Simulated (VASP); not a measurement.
A run of VASP 6.6.1 is set up as follows.

INCAR

```
SYSTEM = CdTeO4
PREC     = Accurate       ! precision mode
ENCUT    = 520            ! plane-wave cutoff, eV
EDIFF    = 1E-6           ! SCF threshold, eV
ISMEAR   = 0              ! smearing method
SIGMA    = 0.1            ! smearing width, eV
LREAL    = .FALSE.        ! projectors in reciprocal space
LASPH    = .TRUE.         ! aspherical terms in the spheres
NELM     = 100            ! most SCF steps
ALGO     = Normal         ! electronic algorithm
ISIF     = 2              ! what is computed and relaxed
LWAVE    = .FALSE.        ! write WAVECAR
LCHARG   = .FALSE.        ! write CHGCAR
GGA      = PE             ! functional
NBANDS   = 30             ! bands
```

File KPOINTS:

```
Automatic mesh
0
G
  6 6 4
  0 0 0
```

POSCAR

```
CdTeO4
1.0
    4.2140098900      0.0000000000      0.0000000000
   -2.1070049400      3.6494396200      0.0000000000
    0.0000000000      0.0000000000      7.4495069600
Cd Te O
1 1 4
Direct
    0.0000000000      0.0000000000      0.5000000000
    0.0000000000      0.0000000000      0.0000000000
    0.3333333300      0.6666666700      0.0000000000
    0.6666666700      0.3333333300      0.0000000000
    0.0000000000      0.0000000000      0.8046749500
    0.0000000000      0.0000000000      0.1953250500
```

Potentials or basis: VASP PAW PBE potentials, release 64 (Cd, Te, O).

The run is started by

```console
$ cat potpaw_PBE.64/Cd/POTCAR potpaw_PBE.64/Te/POTCAR potpaw_PBE.64/O/POTCAR > POTCAR
$ mpirun -np 1 vasp_std > vasp.out
```

(1) Estimate the largest force.

(2) Predict the band gap on the k mesh.

Answers

(1) 33.334 eV/Å.

(2) zero (bands 21 and 22 overlap by 0.57 eV).

Caveat: semilocal functionals underestimate gaps, and a narrow one can read as zero; spin-orbit coupling is left out, which moves the levels of the heavy elements; forces of over 1 eV/Å act on the atoms, so gaps and moduli don't describe the material at rest.
